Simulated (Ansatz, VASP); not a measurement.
## TaN in VASP and in Ansatz

```
Ta N
1.0
     2.98259    0.00000    0.00000
    -1.49130    2.58300    0.00000
     0.00000    0.00000   11.19743
Ta N
4 4
Direct
  0.00000 0.00000 0.00000
  0.33333 0.66667 0.25000
  0.00000 0.00000 0.50000
  0.66667 0.33333 0.75000
  0.66667 0.33333 0.12906
  0.66667 0.33333 0.37094
  0.33333 0.66667 0.62906
  0.33333 0.66667 0.87094
```

Alike in both runs: functional PBE; k mesh 12 × 12 × 5; occupations gaussian, width 0.1 eV; no spin polarisation.

Ansatz relaxed the structure, and its values are those at the end. VASP's run is a single point on that final structure, the one shown.

|  | VASP | Ansatz |
| --- | --- | --- |
| version | VASP 6.6.1 | Ansatz 0.2.0 |
| potentials or method | VASP PAW PBE potentials, release 64 (Ta_pv, N), cutoff 520 eV | scalar-relativistic, plane waves, PAW |
| valence electrons in the cell | 64 | 72 |

|  | VASP | Ansatz | Ansatz less VASP |
| --- | --- | --- | --- |
| gap on the k mesh at the Fermi level (eV) | none | none | - |
| pressure (GPa) | 0.8 | 0.0 | -0.78 |
| rms of the force components (eV/Å) | 0.005 | 0.000 | -0.0049 |

A gap of «none» marks a metal or a gap that the smearing closes. VASP's potentials hold 64 valence electrons a cell and Ansatz's 72, so a difference there can come from the potentials and not from the codes.

Spin-orbit coupling is off throughout.
